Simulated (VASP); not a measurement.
PdPt16Rh3, 20 atoms in the cell. The typed cell holds 20 atoms: a = 7.408 Å, b = 5.975 Å, c = 7.257 Å, α = 77.62°, β = 74.89°, γ = 89.12°. 

```yaml
Program: VASP 6.6.1
Task: single point
Functional: r2SCAN
Potentials_or_basis: VASP PAW PBE potentials, release 64 (Rh_pv, Pd, Pt)
Cutoff: 520 eV
k_mesh: 2 × 2 × 2, shifted
Occupations: gaussian, width 0.1 eV
Spin: no spin polarisation
Dipole_correction: no
Further_INCAR_settings: LREAL = Auto; ALGO = Normal; EDIFF = 1e-07; NBANDS = 124; ISYM = 0
```

Potentials or basis: VASP PAW PBE potentials, release 64 (Rh_pv, Pd, Pt).

Command:

```bash
$ cat potpaw_PBE.64/Rh_pv/POTCAR potpaw_PBE.64/Pd/POTCAR potpaw_PBE.64/Pt/POTCAR > POTCAR
$ cp INCAR.step1 INCAR
$ mpirun -np 1 vasp_std > vasp.out
$ cp INCAR.step2 INCAR
$ mpirun -np 1 vasp_std > vasp.out
```

Hardware: 1 thread of Intel(R) Xeon(R) Platinum 8375C CPU @ 2.90GHz (Ice Lake), with other jobs on the host.

Task: How long does it take, and how much memory?

Result: Run time: 47 min on 1 thread of Intel(R) Xeon(R) Platinum 8375C CPU @ 2.90GHz (Ice Lake), with other jobs on the host, peak memory 0.46 GiB. Counts: k points 4.
